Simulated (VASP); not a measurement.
# Co (P6_3/mmc) in VASP: further runs

Runs on Co. Level: BLYP. Tasks: single point.

Everything below comes from runs of VASP 6.6.1. Logs are shortened: lines on timing, memory, paths and dates and some standing lists are left out, and cuts for length are marked.

### Step 1. The cell of the first run

Symmetry: P6_3/mmc, No. 194, hexagonal system. Conventional cell: a = 2.534 Å, b = 2.534 Å, c = 8.194 Å, α = 90.00°, β = 90.00°, γ = 120.00°. Co (site symmetry -3m) has 12 Co at 2.52 to 2.53 Å within 3.3 Å. Within 3.3 Å of Co (site symmetry -6m2) lie 12 Co at 2.52 to 2.53 Å.

### Step 2. Single point, BLYP, collinear spin, ferromagnetic start

Contents of INCAR:

```
SYSTEM = Co
AGGAC = 1.0
AGGAX = 1.0
ALDAC = 0.0
ALDAX = 1.0
ALGO = Normal
EDIFF = 1E-6
ENCUT = 520
GGA = B5
ISIF = 2
ISMEAR = -1
ISPIN = 2
LASPH = .TRUE.
LCHARG = .FALSE.
LMAXMIX = 4
LORBIT = 11
LREAL = .FALSE.
LWAVE = .FALSE.
MAGMOM = 1.703 1.703 1.72 1.72
NBANDS = 30
NELM = 150
PREC = Accurate
SIGMA = 0.05
```

Contents of KPOINTS:

```
k-points
0
G
  16 16 5
  0 0 0
```

Contents of POSCAR:

```
Co
1.0
    2.5336050857      0.0000000000      0.0000000000
   -1.2668025429      2.1941663673      0.0000000000
    0.0000000000      0.0000000000      8.1936097388
Co
4
Direct
    0.0000000000      0.0000000000      0.0000000000
    1.0000000000      1.0000000000      0.5000000000
    0.3333333333      0.6666666667      0.2500000000
    0.6666666667      0.3333333333      0.7500000000
```

Potentials or basis: VASP PAW PBE potentials, release 64 (Co).

Command:

```sh
$ cat potpaw_PBE.64/Co/POTCAR > POTCAR
$ mpirun -np 1 vasp_std > vasp.out
```

OUTCAR:

```text
SYSTEM = Co
   EDIFF = 1E-6
   ENCUT = 520
   GGA = B5
   ISIF = 2
   ISMEAR = -1
   ISPIN = 2
   LASPH = .TRUE.
   LORBIT = 11
   LREAL = .FALSE.
   NELM = 150
   PREC = Accurate

 ion  position               nearest neighbor table
   1  0.000  0.000  0.000-   3 2.52   4 2.52   3 2.52   4 2.52   4 2.52   3 2.52
   2  0.000  0.000  0.500-   3 2.52   4 2.52   3 2.52   4 2.52   4 2.52   3 2.52
   3  0.333  0.667  0.250-   1 2.52   2 2.52   1 2.52   2 2.52   1 2.52   2 2.52
   4  0.667  0.333  0.750-   1 2.52   2 2.52   1 2.52   2 2.52   1 2.52   2 2.52

  LATTYP: Found a hexagonal cell.
 ALAT       =     2.5336050857
 C/A-ratio  =     3.2339727233

  Lattice vectors:

 A1 = (   2.5336050857,   0.0000000000,   0.0000000000)
 A2 = (  -1.2668025429,   2.1941663673,   0.0000000000)
 A3 = (   0.0000000000,   0.0000000000,   8.1936097388)

Analysis of symmetry for initial positions (statically):
=====================================================================
 Subroutine PRICEL returns:
 Original cell was already a primitive cell.

 Routine SETGRP: Setting up the symmetry group for a
 hexagonal supercell.

 Subroutine GETGRP returns: Found 24 space group operations
 (whereof 12 operations were pure point group operations)
 out of a pool of 24 trial point group operations.

The static configuration has the point symmetry D_3d.
 The point group associated with its full space group is D_6h.

Analysis of symmetry for dynamics (positions and initial velocities):
=====================================================================
 Subroutine PRICEL returns:
 Original cell was already a primitive cell.

 Routine SETGRP: Setting up the symmetry group for a
 hexagonal supercell.

 Subroutine GETGRP returns: Found 24 space group operations
 (whereof 12 operations were pure point group operations)
 out of a pool of 24 trial point group operations.

The dynamic configuration has the point symmetry D_3d.
 The point group associated with its full space group is D_6h.

Analysis of structural, dynamic, and magnetic symmetry:
=====================================================================
 Subroutine PRICEL returns:
 Original cell was already a primitive cell.

 Routine SETGRP: Setting up the symmetry group for a
 hexagonal supercell.

 Subroutine GETGRP returns: Found 24 space group operations
 (whereof 12 operations were pure point group operations)
 out of a pool of 24 trial point group operations.

The overall configuration has the point symmetry D_3d.
 The point group associated with its full space group is D_6h.

 Subroutine INISYM returns: Found 24 space group operations
 (whereof 12 operations are pure point group operations),
 and found     1 'primitive' translations

----------------------------------------------------------------------------------------

                                     Primitive cell

  volume of cell :      45.5495

  direct lattice vectors                    reciprocal lattice vectors
     2.533605086  0.000000000  0.000000000     0.394694503  0.227876978  0.000000000
    -1.266802543  2.194166367  0.000000000     0.000000000  0.455753955  0.000000000
     0.000000000  0.000000000  8.193609739     0.000000000  0.000000000  0.122046330

  length of vectors
     2.533605086  2.533605086  8.193609739     0.455753955  0.455753955  0.122046330

  position of ions in fractional coordinates (direct lattice)
     0.000000000  0.000000000  0.000000000
     0.000000000  0.000000000  0.500000000
     0.333333333  0.666666667  0.250000000
     0.666666667  0.333333333  0.750000000

  ion indices of the primitive-cell ions
   primitive index   ion index
                 1           1
                 2           2
                 3           3
                 4           4

----------------------------------------------------------------------------------------

 KPOINTS: k-points

Automatic generation of k-mesh.
 Grid dimensions read from file:
 generate k-points for:   16   16    5

 Generating k-lattice:

  Cartesian coordinates                     Fractional coordinates (reciprocal lattice)
     0.024668406  0.014242311  0.000000000     0.062500000  0.000000000  0.000000000
     0.000000000  0.028484622  0.000000000     0.000000000  0.062500000  0.000000000
     0.000000000  0.000000000  0.024409266     0.000000000  0.000000000  0.200000000

  Length of vectors
     0.028484622  0.028484622  0.024409266

  Shift w.r.t. Gamma in fractional coordinates (k-lattice)
     0.000000000  0.000000000  0.000000000

 Subroutine IBZKPT returns following result:
 ===========================================

 Found     90 irreducible k-points:

 Following reciprocal coordinates:
            Coordinates               Weight
  0.000000  0.000000  0.000000      1.000000
  0.062500  0.000000  0.000000      6.000000
  0.125000  0.000000  0.000000      6.000000
  0.187500 -0.000000  0.000000      6.000000
  0.250000  0.000000  0.000000      6.000000
  0.312500  0.000000  0.000000      6.000000
[... 16 lines left out ...]
  0.187500  0.187500  0.000000      6.000000
  0.250000  0.187500  0.000000     12.000000
 [... further k-points ...]
   k-points           NKPTS =     90   k-points in BZ     NKDIM =     90   number of bands    NBANDS=     30
   number of dos      NEDOS =    301   number of ions     NIONS =      4
   total plane-waves  NPLWV =  25600
   dimension x,y,z NGX =    20 NGY =   20 NGZ =   64
   dimension x,y,z NGXF=    40 NGYF=   40 NGZF=  128
   ions per type =               4
   NGX,Y,Z   is equivalent  to a cutoff of  13.12, 13.12, 12.99 a.u.
   NGXF,Y,Z  is equivalent  to a cutoff of  26.25, 26.25, 25.97 a.u.
 SYSTEM =  Co
   PREC   = accura    normal or accurate (medium, high low for compatibility)
   ISTART =      0    job   : 0-new  1-cont  2-samecut
   ICHARG =      2    charge: 1-file 2-atom 10-const
   ISPIN  =      2    spin polarized calculation?
   LNONCOLLINEAR =      F non collinear calculations
   LSORBIT =      F    spin-orbit coupling
   LASPH  =      T    aspherical Exc in radial PAW
   ENCUT  =  520.0 eV  38.22 Ry    6.18 a.u.   4.71  4.71 15.23*2*pi/ulx,y,z
   NELM   =    150;   NELMIN=  2; NELMDL= -5     # of ELM steps
   EDIFF  = 0.1E-05   stopping-criterion for ELM
   LREAL  =      F    real-space projection
   EDIFFG = 0.1E-04   stopping-criterion for IOM
   NSW    =      0    number of steps for IOM
   IBRION =     -1    ionic relax: 0-MD 1-quasi-New 2-CG
   NFREE  =      0    steps in history (QN), initial steepest desc. (CG)
   ISIF   =      2    stress and relaxation
   ISYM   =      2    0-nonsym 1-usesym 2-fastsym
   POTIM  = 0.5000    time-step for ionic-motion
   TEBEG  =    0.0;   TEEND  =   0.0 temperature during run
   PSTRESS=    0.0 pullay stress
   NELECT =      36.0000    total number of electrons
   NUPDOWN=      -1.0000    fix difference up-down
   EMIN   =  10.00;   EMAX   =-10.00  energy-range for DOS
   EFERMI =   0.00;   METHOD = LEGACY
   ISMEAR =    -1;   SIGMA  =   0.05  broadening in eV -4-tet -1-fermi 0-gaus
   EFERMI_NEDOS =   21; number of points for ismear=-14 and -15
   IALGO  =     38    algorithm
   IMIX   =      4    mixing-type and parameters
     AMIX     =   0.40;   BMIX     =  1.00
     AMIX_MAG =   1.60;   BMIX_MAG =  1.00
  volume/ion in A,a.u.               =      11.39        76.85
  Fermi-wavevector in a.u.,A,eV,Ry     =   1.513611  2.860311 31.171216  2.291020
  Thomas-Fermi vector in A             =   2.623379
   LORBIT       =     11    0 simple, 1 ext, 2 COOP (PROOUT), +10 PAW based schemes
   GGA     = B5    functional components
   LHFCALC =     F    Hartree Fock is set to
   AEXX    =    0.0000 exact exchange contribution
   IVDW    =     0    specifies the selected vdW correction
   LEPSILON=     F    determine dielectric tensor
   LRPA    =     F    only Hartree local field effects (RPA)
 spin polarized calculation
  energy-cutoff  :      520.00
  volume of cell :       45.55
 maximum number of plane-waves:      1243
 NGX is ok and might be reduce to    20
   NGX =  9   NGY =  9   NGZ = 31

 number of electron      36.0000015 magnetization       6.4740854

 Free energy of the ion-electron system (eV)
  ---------------------------------------------------
  ext. energy  EPLUGINS =         0.00000000
  ---------------------------------------------------
  free energy    TOTEN  =       -24.24441617 eV

  energy without entropy =      -24.20899231  energy(sigma->0) =      -24.22670424

 E-fermi :  10.1117     XC(G=0): -12.5283

 val. band max:       10.1097731529   @ k =   0.3125   0.0625   0.0000
 cond. band min:      10.1144834125   @ k =   0.4375   0.1250   0.0000
 fundamental gap:      0.0047102596
 Fermi energy:        10.1116803368

 spin component 1

 k-point     1 :       0.0000    0.0000    0.0000
  band No.  band energies     occupation
      1       1.5721      1.00000
      2       3.7307      1.00000
      3       3.7496      1.00000
      4       5.2112      1.00000
      5       7.2720      1.00000
      6       7.3046      1.00000
[... 781 lines left out ...]
     29      21.4864      0.00000
     30      23.0362      0.00000

 [... further k-points ...]

 spin component 2

 k-point     1 :       0.0000    0.0000    0.0000
  band No.  band energies     occupation
      1       1.6092      1.00000
      2       3.8457      1.00000
      3       3.8505      1.00000
      4       6.1280      1.00000
      5       8.5784      1.00000
      6       8.6459      1.00000
[... 781 lines left out ...]
     29      22.0072      0.00000
     30      23.4999      0.00000

 [... further k-points ...]
[... 5 lines left out ...]
  --------------------------------------------------------------------------------------
  -------------------------------------------------------------------------------------
  Total       -0.2135964     -0.2135964     -0.0608581      0.0000000     -0.0000000      0.0000000
  in kB       -7.5131292     -7.5131292     -2.1406479      0.0000000     -0.0000000      0.0000000
  external PRESSURE =      -5.7223021 kB  Pullay stress =       0.0000000 kB

 VOLUME and BASIS-vectors are now :
 -----------------------------------------------------------------------------
  energy-cutoff  :      520.00
  volume of cell :       45.55
      direct lattice vectors                 reciprocal lattice vectors
     2.533605086  0.000000000  0.000000000     0.394694503  0.227876978  0.000000000
    -1.266802543  2.194166367  0.000000000     0.000000000  0.455753955  0.000000000
     0.000000000  0.000000000  8.193609739     0.000000000  0.000000000  0.122046330

 POSITION                                       TOTAL-FORCE (eV/Angst)
 -----------------------------------------------------------------------------------
      0.00000      0.00000      0.00000        -0.000000      0.000000      0.000000
      0.00000      0.00000      4.09680        -0.000000      0.000000      0.000000
     -0.00000      1.46278      2.04840         0.000000      0.000000     -0.000000
      1.26680      0.73139      6.14521        -0.000000      0.000000      0.000000
 -----------------------------------------------------------------------------------
    total drift:                                0.000000     -0.000000      0.000000

  FREE ENERGIE OF THE ION-ELECTRON SYSTEM (eV)
  ---------------------------------------------------
  free  energy   TOTEN  =       -24.2444161675 eV

  energy  without entropy=      -24.2089923105  energy(sigma->0) =      -24.22670424

 total charge

# of ion       s       p       d       tot
------------------------------------------
    1        0.467   0.463   7.287   8.216
    2        0.467   0.463   7.287   8.216
    3        0.466   0.465   7.280   8.211
    4        0.466   0.465   7.280   8.211
--------------------------------------------------
tot          1.866   1.856  29.134  32.856

 magnetization (x)

# of ion       s       p       d       tot
------------------------------------------
    1       -0.014  -0.045   1.691   1.632
    2       -0.014  -0.045   1.691   1.632
    3       -0.013  -0.046   1.710   1.650
    4       -0.013  -0.046   1.710   1.650
--------------------------------------------------
tot         -0.054  -0.183   6.801   6.564
```

Run time: 6.3 min. Hardware: 1 thread of Oxide Virtual Turin-like, shared host; peak memory 0.26 GiB.

Results:

```
Free energy                                           : -24.2444 eV
Pressure                                              : -0.6 GPa
Net moment                                            : 6.47 μB per cell
Site moments                                          : Co +1.63, +1.65 μB
Valence electrons inside the program's atomic spheres : Co 8.22, 8.21
```

Stress tensor (GPa, compression positive):
```
-0.75  0.00  0.00
 0.00 -0.75  0.00
 0.00  0.00 -0.21
```

Caveat: the PAW data sets were made with another functional, which shifts forces and pressure a little.

### Step 3. Single point, BLYP, collinear spin, antiferromagnetic start

Contents of INCAR:

```
AGGAC    = 1.0          
AGGAX    = 1.0          
ALDAC    = 0.0          
ALDAX    = 1.0          
ALGO     = Normal         # electronic algorithm
EDIFF    = 1E-7           # SCF threshold, eV
ENCUT    = 520            # plane-wave cutoff, eV
GGA      = B5             # functional
ISIF     = 2              # what is computed and relaxed
ISMEAR   = -1             # smearing method
ISPIN    = 2              # spin polarisation
LASPH    = True           # aspherical terms in the spheres
LCHARG   = True           # write CHGCAR
LELF     = True           # ELF
LMAXMIX  = 4              # l up to which the mixer works
LORBIT   = 11             # projections on sites
LREAL    = False          # projectors in reciprocal space
LVHAR    = True         
LWAVE    = False          # write WAVECAR
MAGMOM   = 1.7 1.7 -1.7 -1.7 # initial moments
NBANDS   = 30             # bands
NELM     = 150            # most SCF steps
PREC     = Accurate       # precision mode
SIGMA    = 0.05           # smearing width, eV
```

Contents of KPOINTS:

```
k-points
0
Gamma
  14 14 4
```

POSCAR is that of step 2.

Potentials or basis: VASP PAW PBE potentials, release 64 (Co).

Command:

```sh
$ cat potpaw_PBE.64/Co/POTCAR > POTCAR
$ mpirun -np 1 vasp_std > vasp.out
```

Run time: 9.4 min. Hardware: 1 thread of Oxide Virtual Turin-like, shared host; peak memory 0.24 GiB.

It converged, with:

```yaml
Free_energy: -23.3716 eV
Pressure: -6.2 GPa
Net_moment: -0.37 μB per cell
Site_moments: Co +0.85, -1.03 μB
Valence_electrons_inside_the_program's_atomic_spheres: Co 8.21
```

Stress tensor (GPa, compression positive):
```
-7.35  0.00  0.00
 0.00 -7.35  0.00
 0.00  0.00 -3.80
```

Levels at points of the mesh, in eV from the Fermi level:
Spin up:
```csv
k point,band 14,band 15,band 16,band 17,band 18,band 19,band 20,band 21,band 22,band 23
"(0.00, 0.00, 0.00)",-1.17,-1.17,-0.99,-0.99,-0.41,-0.41,0.01,0.01,0.22,0.40
"(0.50, 0.00, 0.00)",-0.21,-0.18,0.15,0.43,0.59,0.75,0.86,0.88,1.73,2.73
"(0.00, 0.00, 0.50)",-1.42,-1.20,-1.20,-0.65,-0.65,-0.65,-0.65,0.24,0.24,0.24
"(0.50, 0.00, 0.50)",-0.57,-0.22,-0.22,0.10,0.10,0.87,0.87,1.74,1.74,3.23
```
Spin down:
| k point | band 15 | band 16 | band 17 | band 18 | band 19 | band 20 | band 21 | band 22 |
| --- | --- | --- | --- | --- | --- | --- | --- | --- |
| (0.00, 0.00, 0.00) | -1.06 | -1.06 | -1.06 | -0.63 | -0.63 | 0.13 | 0.13 | 0.22 |
| (0.50, 0.00, 0.00) | -0.22 | 0.16 | 0.34 | 0.34 | 0.59 | 0.78 | 0.78 | 1.69 |
| (0.00, 0.00, 0.50) | -1.27 | -1.27 | -0.70 | -0.70 | -0.70 | -0.70 | 0.17 | 0.17 |
| (0.50, 0.00, 0.50) | -0.33 | -0.33 | 0.03 | 0.03 | 0.78 | 0.78 | 1.78 | 1.78 |

Caveat: the PAW data sets were made with another functional, which shifts forces and pressure a little.

(Continued in part 2 of 3.)
